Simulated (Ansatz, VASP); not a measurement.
**Ca: VASP beside Ansatz**

```
Ca
1.0
     3.85273    0.00000    0.00000
    -1.92637    3.33657    0.00000
     0.00000    0.00000   12.63696
Ca
4
Cartesian
  0.0000 0.0000 0.0000
  0.0000 0.0000 6.3185
  0.0000 2.2244 3.1592
  1.9264 1.1122 9.4777
```

Alike in both runs: task single point; functional PBE; k mesh 11 × 11 × 3; occupations fermi-dirac, width 0.1 eV; no spin polarisation.

|  | VASP | Ansatz |
| --- | --- | --- |
| version | VASP 6.6.1 | Ansatz 0.2.0 |
| potentials or method | VASP PAW PBE potentials, release 64 (Ca_sv), cutoff 520 eV | plane waves (420 eV) with PAW, scalar-relativistic |
| valence electrons in the cell | 40 | 40 |

|  | VASP | Ansatz | Ansatz less VASP |
| --- | --- | --- | --- |
| pressure (GPa) | 0.8 | 0.8 | -0.01 |

The functional is the same, so the differences come from potentials, cutoffs and numerics.
